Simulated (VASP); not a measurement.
Crystal: Al2Au.

```
CELL_PARAMETERS angstrom
0.00000 2.95945 2.95945
2.95945 0.00000 2.95945
2.95945 2.95945 0.00000
ATOMIC_POSITIONS crystal
Au 0.00000 0.00000 0.00000
Al 0.75000 0.75000 0.75000
Al 0.25000 0.25000 0.25000
```

Base run:

| Item | Value |
| --- | --- |
| Program | VASP 6.6.1 |
| Functional | PBE |
| Potentials or basis | VASP PAW PBE potentials, release 64 (Au, Al) |
| Cutoff | 520 eV |
| k mesh | 8 × 8 × 8 |
| Occupations | fermi-dirac, width 0.05 eV |
| Spin | no spin polarisation |

Its results: pressure 8.4 GPa.

Problem. The run is repeated on the same cell with these changes: functional from PBE to r2SCAN. What comes out?

Solution. Pressure 5.5 GPa.

Caveats: the PAW data sets were made with another functional, which shifts forces and pressure a little (some runs).
